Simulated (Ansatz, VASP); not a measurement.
**TaN in VASP and in Ansatz**

```xyz
2
Lattice="2.9183 0.0000 0.0000 -1.4591 2.5273 0.0000 0.0000 0.0000 2.8637" Properties=species:S:1:pos:R:3 pbc="T T T"
Ta    0.0000    1.6849    1.4318
N     0.0000    0.0000    0.0000
```

Change from the starting cell: volume scaled by 0.98, crystal datasets.

Alike in both runs: task electric field gradients; functional LDA; k mesh 12 × 12 × 10; occupations fermi-dirac, width 0.02 eV; no spin polarisation.

|  | VASP | Ansatz |
| --- | --- | --- |
| version | VASP 6.6.1 | Ansatz 0.2.0 |
| potentials or method | VASP PAW LDA potentials, release 64 (Ta_pv, N), cutoff 520 eV | all-electron PAW with datasets made for the crystal, scalar-relativistic |

Ansatz gave:

* pressure (GPa): -4.6
* traceless stress, the component that is largest in VASP (GPa): -0.52
* size of Vzz on the site where it differs most (V/Å²): 55.7

Question: Estimate VASP's values.

Answer: Pressure (GPa): -2.6; traceless stress, the component that is largest in VASP (GPa): -0.34; size of Vzz on the site where it differs most (V/Å²): 15.3.

LDA's correlation is that of Perdew and Zunger in VASP and of Perdew and Wang (1992) in Ansatz. Ansatz ran all-electron here, and VASP with PAW potentials.

Spin-orbit coupling is off throughout.
